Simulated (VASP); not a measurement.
# Hg (P6_3/mmc) in VASP: single point with revPBE+D4

Aim: the single point of Hg with revPBE+D4.

Program: VASP 6.6.1. These are calculated values, not measurements. Logs are shortened: lines on timing, memory, paths and dates and some standing lists are left out, and cuts for length are marked.

## 1. The cell of the first run

Symmetry: P6_3/mmc, No. 194, hexagonal system. The conventional cell has a = 3.530 Å, b = 3.530 Å, c = 5.595 Å, α = 90.00°, β = 90.00°, γ = 120.00°. Within 4.5 Å of Hg (site symmetry -6m2) lie 12 Hg at 3.46 to 3.53 Å.

## 2. Single point, revPBE+D4

INCAR

```
SYSTEM = Hg
PREC     = Accurate       ! precision mode
ENCUT    = 550            ! plane-wave cutoff, eV
EDIFF    = 1E-6           ! SCF threshold, eV
ISMEAR   = 1              ! smearing method
SIGMA    = 0.1            ! smearing width, eV
LREAL    = .FALSE.        ! projectors in reciprocal space
LASPH    = .TRUE.         ! aspherical terms in the spheres
NELM     = 120            ! most SCF steps
ALGO     = Normal         ! electronic algorithm
ISIF     = 2              ! what is computed and relaxed
LWAVE    = .FALSE.        ! write WAVECAR
LCHARG   = .FALSE.        ! write CHGCAR
GGA      = RE             ! functional
IVDW     = 13             ! dispersion correction
NBANDS   = 27             ! bands
GGA_COMPAT= .FALSE.
```

KPOINTS

```
regular mesh
0
G
  9 9 5
  0 0 0
```

POSCAR

```
Hg
1.0
    3.5297054961      0.0000000000      0.0000000000
   -1.7648527480      3.0568146275      0.0000000000
    0.0000000000      0.0000000000      5.5951745899
Hg
2
Direct
    0.3333333333      0.6666666667      0.2500000000
    0.6666666667      0.3333333333      0.7500000000
```

Potentials or basis: VASP PAW PBE potentials, release 64 (Hg_sv_GW).

The run is started by

```console
cat potpaw_PBE.64/Hg_sv_GW/POTCAR > POTCAR
mpirun -np 1 vasp_std > vasp.out
```

OUTCAR:

```text
SYSTEM = Hg
   PREC = Accurate
   ENCUT = 550
   EDIFF = 1E-6
   ISMEAR = 1
   LREAL = .FALSE.
   LASPH = .TRUE.
   NELM = 120
   ISIF = 2
   GGA = RE
   IVDW = 13

 ion  position               nearest neighbor table
   1  0.333  0.667  0.250-
   2  0.667  0.333  0.750-

  LATTYP: Found a hexagonal cell.
 ALAT       =     3.5297054961
 C/A-ratio  =     1.5851675433

  Lattice vectors:

 A1 = (   3.5297054961,   0.0000000000,   0.0000000000)
 A2 = (  -1.7648527480,   3.0568146275,   0.0000000000)
 A3 = (   0.0000000000,   0.0000000000,   5.5951745899)

Analysis of symmetry for initial positions (statically):
=====================================================================
 Subroutine PRICEL returns:
 Original cell was already a primitive cell.

 Routine SETGRP: Setting up the symmetry group for a
 hexagonal supercell.

 Subroutine GETGRP returns: Found 24 space group operations
 (whereof 12 operations were pure point group operations)
 out of a pool of 24 trial point group operations.

The static configuration has the point symmetry D_3d.
 The point group associated with its full space group is D_6h.

Analysis of symmetry for dynamics (positions and initial velocities):
=====================================================================
 Subroutine PRICEL returns:
 Original cell was already a primitive cell.

 Routine SETGRP: Setting up the symmetry group for a
 hexagonal supercell.

 Subroutine GETGRP returns: Found 24 space group operations
 (whereof 12 operations were pure point group operations)
 out of a pool of 24 trial point group operations.

The dynamic configuration has the point symmetry D_3d.
 The point group associated with its full space group is D_6h.

 Subroutine INISYM returns: Found 24 space group operations
 (whereof 12 operations are pure point group operations),
 and found     1 'primitive' translations

----------------------------------------------------------------------------------------

                                     Primitive cell

  volume of cell :      60.3700

  direct lattice vectors                    reciprocal lattice vectors
     3.529705496  0.000000000  0.000000000     0.283309755  0.163568963  0.000000000
    -1.764852748  3.056814628  0.000000000     0.000000000  0.327137927  0.000000000
     0.000000000  0.000000000  5.595174590     0.000000000  0.000000000  0.178725433

  length of vectors
     3.529705496  3.529705496  5.595174590     0.327137927  0.327137927  0.178725433

  position of ions in fractional coordinates (direct lattice)
     0.333333333  0.666666667  0.250000000
     0.666666667  0.333333333  0.750000000

  ion indices of the primitive-cell ions
   primitive index   ion index
                 1           1
                 2           2

----------------------------------------------------------------------------------------

 KPOINTS: regular mesh

Automatic generation of k-mesh.
 Grid dimensions read from file:
 generate k-points for:    9    9    5

 Generating k-lattice:

  Cartesian coordinates                     Fractional coordinates (reciprocal lattice)
     0.031478862  0.018174329  0.000000000     0.111111111  0.000000000  0.000000000
     0.000000000  0.036348659  0.000000000     0.000000000  0.111111111  0.000000000
     0.000000000  0.000000000  0.035745087     0.000000000  0.000000000  0.200000000

  Length of vectors
     0.036348659  0.036348659  0.035745087

  Shift w.r.t. Gamma in fractional coordinates (k-lattice)
     0.000000000  0.000000000  0.000000000

 Subroutine IBZKPT returns following result:
 ===========================================

 Found     36 irreducible k-points:

 Following reciprocal coordinates:
            Coordinates               Weight
  0.000000  0.000000  0.000000      1.000000
  0.111111  0.000000  0.000000      6.000000
  0.222222  0.000000  0.000000      6.000000
  0.333333  0.000000  0.000000      6.000000
  0.444444  0.000000  0.000000      6.000000
  0.111111  0.111111  0.000000      6.000000
[... 16 lines left out ...]
  0.333333  0.222222  0.200000     24.000000
  0.333333  0.333333  0.200000      4.000000
 [... further k-points ...]
   k-points           NKPTS =     36   k-points in BZ     NKDIM =     36   number of bands    NBANDS=     27
   number of dos      NEDOS =    301   number of ions     NIONS =      2
   total plane-waves  NPLWV =  37632
   dimension x,y,z NGX =    28 NGY =   28 NGZ =   48
   dimension x,y,z NGXF=    56 NGYF=   56 NGZF=   96
   ions per type =               2
   NGX,Y,Z   is equivalent  to a cutoff of  13.19, 13.19, 14.26 a.u.
   NGXF,Y,Z  is equivalent  to a cutoff of  26.38, 26.38, 28.52 a.u.
 SYSTEM =  Hg
   PREC   = accura    normal or accurate (medium, high low for compatibility)
   ISTART =      0    job   : 0-new  1-cont  2-samecut
   ICHARG =      2    charge: 1-file 2-atom 10-const
   ISPIN  =      1    spin polarized calculation?
   LNONCOLLINEAR =      F non collinear calculations
   LSORBIT =      F    spin-orbit coupling
   LASPH  =      T    aspherical Exc in radial PAW
   ENCUT  =  550.0 eV  40.42 Ry    6.36 a.u.   6.75  6.75 10.70*2*pi/ulx,y,z
   NELM   =    120;   NELMIN=  2; NELMDL= -5     # of ELM steps
   EDIFF  = 0.1E-05   stopping-criterion for ELM
   LREAL  =      F    real-space projection
   EDIFFG = 0.1E-04   stopping-criterion for IOM
   NSW    =      0    number of steps for IOM
   IBRION =     -1    ionic relax: 0-MD 1-quasi-New 2-CG
   NFREE  =      0    steps in history (QN), initial steepest desc. (CG)
   ISIF   =      2    stress and relaxation
   ISYM   =      2    0-nonsym 1-usesym 2-fastsym
   POTIM  = 0.5000    time-step for ionic-motion
   TEBEG  =    0.0;   TEEND  =   0.0 temperature during run
   PSTRESS=    0.0 pullay stress
   NELECT =      40.0000    total number of electrons
   NUPDOWN=      -1.0000    fix difference up-down
   EMIN   =  10.00;   EMAX   =-10.00  energy-range for DOS
   EFERMI =   0.00;   METHOD = LEGACY
   ISMEAR =     1;   SIGMA  =   0.10  broadening in eV -4-tet -1-fermi 0-gaus
   EFERMI_NEDOS =   21; number of points for ismear=-14 and -15
   IALGO  =     38    algorithm
   IMIX   =      4    mixing-type and parameters
     AMIX     =   0.40;   BMIX     =  1.00
     AMIX_MAG =   1.60;   BMIX_MAG =  1.00
  volume/ion in A,a.u.               =      30.19       203.70
  Fermi-wavevector in a.u.,A,eV,Ry     =   1.427210  2.697035 27.714077  2.036927
  Thomas-Fermi vector in A             =   2.547404
   LORBIT       =      0    0 simple, 1 ext, 2 COOP (PROOUT), +10 PAW based schemes
   GGA     = RE    functional components
   LHFCALC =     F    Hartree Fock is set to
   AEXX    =    0.0000 exact exchange contribution
   IVDW    =    13    specifies the selected vdW correction
   LEPSILON=     F    determine dielectric tensor
   LRPA    =     F    only Hartree local field effects (RPA)
 non-spin polarized calculation
 Methfessel and Paxton  Order N= 1 SIGMA  =   0.10
  energy-cutoff  :      550.00
  volume of cell :       60.37
 maximum number of plane-waves:      1785
 NGX is ok and might be reduce to    28
   NGX = 13   NGY = 13   NGZ = 21

 number of electron      40.0000001 magnetization

 Free energy of the ion-electron system (eV)
  ---------------------------------------------------
  ext. energy  EPLUGINS =         0.00000000
  ---------------------------------------------------
  free energy    TOTEN  =         0.25951464 eV

  energy without entropy =        0.25950364  energy(sigma->0) =        0.25951098

 E-fermi :   3.2333     XC(G=0):  -9.7384

 val. band max:        3.1700788797   @ k =   0.2222   0.2222   0.0000
 cond. band min:       3.2595259630   @ k =   0.0000   0.0000   0.0000
 fundamental gap:      0.0894470833
 Fermi energy:         3.2332500985

 k-point     1 :       0.0000    0.0000    0.0000
  band No.  band energies     occupation
      1    -110.6389      2.00000
      2    -110.6387      2.00000
      3     -59.0136      2.00000
      4     -59.0019      2.00000
      5     -59.0019      2.00000
      6     -59.0016      2.00000
[... 19 lines left out ...]
     26      16.0214      0.00000
     27      16.5448      0.00000

 k-point     2 :       0.1111    0.0000    0.0000
  band No.  band energies     occupation
      1    -110.6389      2.00000
      2    -110.6387      2.00000
      3     -59.0131      2.00000
      4     -59.0026      2.00000
      5     -59.0022      2.00000
      6     -59.0017      2.00000
[... 19 lines left out ...]
     26      16.5225      0.00000
     27      16.8040      0.00000

 k-point     3 :       0.2222    0.0000    0.0000
  band No.  band energies     occupation
      1    -110.6389      2.00000
      2    -110.6387      2.00000
      3     -59.0120      2.00000
      4     -59.0047      2.00000
      5     -59.0028      2.00000
      6     -59.0026      2.00000
[... 19 lines left out ...]
     26      15.0341      0.00000
     27      16.0073      0.00000

 k-point     4 :       0.3333    0.0000    0.0000
  band No.  band energies     occupation
      1    -110.6388      2.00000
      2    -110.6387      2.00000
      3     -59.0104      2.00000
      4     -59.0068      2.00000
      5     -59.0051      2.00000
      6     -59.0036      2.00000
[... 19 lines left out ...]
     26      14.4786      0.00000
     27      14.9639      0.00000
[... 516 lines left out ...]
      4     -59.0071      2.00000
      5     -59.0055      2.00000
      6     -59.0050      2.00000
[... 19 lines left out ...]
     26      13.4144      0.00000
     27      14.9494      0.00000

 k-point    23 :       0.3333    0.2222    0.2000
  band No.  band energies     occupation
      1    -110.6387      2.00000
      2    -110.6387      2.00000
      3     -59.0093      2.00000
      4     -59.0079      2.00000
      5     -59.0065      2.00000
      6     -59.0049      2.00000
[... 19 lines left out ...]
     26      11.9471      0.00000
     27      14.2738      0.00000

 k-point    24 :       0.3333    0.3333    0.2000
  band No.  band energies     occupation
      1    -110.6387      2.00000
      2    -110.6387      2.00000
      3     -59.0083      2.00000
      4     -59.0083      2.00000
      5     -59.0071      2.00000
      6     -59.0042      2.00000
[... 19 lines left out ...]
     26      11.0935      0.00000
     27      13.4869      0.00000

 [... further k-points ...]

------------------------ aborting loop because EDIFF is reached ----------------------------------------

  DFT-D4 for vdW energy calculation

  Edisp (eV):   -1.16739

  FORCE on cell =-STRESS in cart. coord.  units (eV):
  Direction    XX          YY          ZZ          XY          YZ          ZX
  --------------------------------------------------------------------------------------
  -------------------------------------------------------------------------------------
  Total      -0.42017    -0.42017    -0.39759    -0.00000     0.00000     0.00000
  in kB     -11.15098   -11.15098   -10.55188    -0.00000     0.00000     0.00000
  external pressure =      -10.95 kB  Pullay stress =        0.00 kB

 VOLUME and BASIS-vectors are now :
 -----------------------------------------------------------------------------
  energy-cutoff  :      550.00
  volume of cell :       60.37
      direct lattice vectors                 reciprocal lattice vectors
     3.529705496  0.000000000  0.000000000     0.283309755  0.163568963  0.000000000
    -1.764852748  3.056814628  0.000000000     0.000000000  0.327137927  0.000000000
     0.000000000  0.000000000  5.595174590     0.000000000  0.000000000  0.178725433

 POSITION                                       TOTAL-FORCE (eV/Angst)
 -----------------------------------------------------------------------------------
     -0.00000      2.03788      1.39879         0.000000      0.000000     -0.000000
      1.76485      1.01894      4.19638        -0.000000      0.000000      0.000000
 -----------------------------------------------------------------------------------
    total drift:                               -0.000000      0.000000     -0.000000

  FREE ENERGIE OF THE ION-ELECTRON SYSTEM (eV)
  ---------------------------------------------------
  free  energy   TOTEN  =        -0.9078790940 eV

  energy  without entropy=       -0.9078900956  energy(sigma->0) =       -0.90788276
```

Wall time 94 s (1 thread of AMD EPYC 7R43 (Zen 3), shared host); peak memory 0.17 GiB.

What came out:

```yaml
Free_energy: -0.9079 eV
Pressure: -1.1 GPa
Dispersion_energy_per_atom: -0.584 eV
```

Levels at points of the mesh, in eV from the Fermi level:
```
           k point  band 17  band 18  band 19  band 20  band 21  band 22  band 23  band 24
(0.00, 0.00, 0.00)    -5.67    -5.22    -5.22    -1.26     0.03    10.70    10.70    12.46
```

Caveat: the PAW data sets were made with another functional, which shifts forces and pressure a little; spin-orbit coupling is left out, which moves the levels of the heavy elements.
